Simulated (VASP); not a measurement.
A run of VASP 6.6.1 is set up as follows.

The input INCAR:

```
SYSTEM = MgH2
ALGO = Normal ; EDIFF = 1E-7
EDIFFG = -0.0325 ; ENCUT = 600
GGA = PE ; GGA_COMPAT = .FALSE.
IBRION = 2 ; ISIF = 3
ISMEAR = 0 ; LASPH = .TRUE.
LCHARG = .FALSE. ; LREAL = .FALSE.
LWAVE = .FALSE. ; NELM = 120
NELMIN = 4 ; NSW = 90
PREC = Accurate ; SIGMA = 0.1
```

The input KPOINTS:

```
k-points
0
G
  8 8 8
  0 0 0
```

The input POSCAR:

```
MgH2
1.0
    0.0000000000      2.2626263952      2.2626263952
    2.2626263952      0.0000000000      2.2626263952
    2.2626263952      2.2626263952      0.0000000000
Mg H
1 2
Direct
    0.0000000000      0.0000000000      0.0000000000
    0.2500000000      0.2500000000      0.2500000000
    0.7500000000      0.7500000000      0.7500000000
```

Potentials or basis: VASP PAW PBE potentials, release 64 (Mg, H).

Run with:

```console
$ cat potpaw_PBE.64/Mg/POTCAR potpaw_PBE.64/H/POTCAR > POTCAR
$ mpirun -np 1 vasp_std > vasp.out
```

(1) What does it give for the relaxed cell?

(2) Estimate the space group after relaxing (to 0.1 Å).

(3) What does it give for the band gap on the k mesh?

Answers

(1) a = 3.357 Å, b = 3.357 Å, c = 3.357 Å, α = 60.00°, β = 60.00°, γ = 60.00°.

(2) Fm-3m (No. 225).

(3) zero (bands 2 and 3 overlap by 1.28 eV).
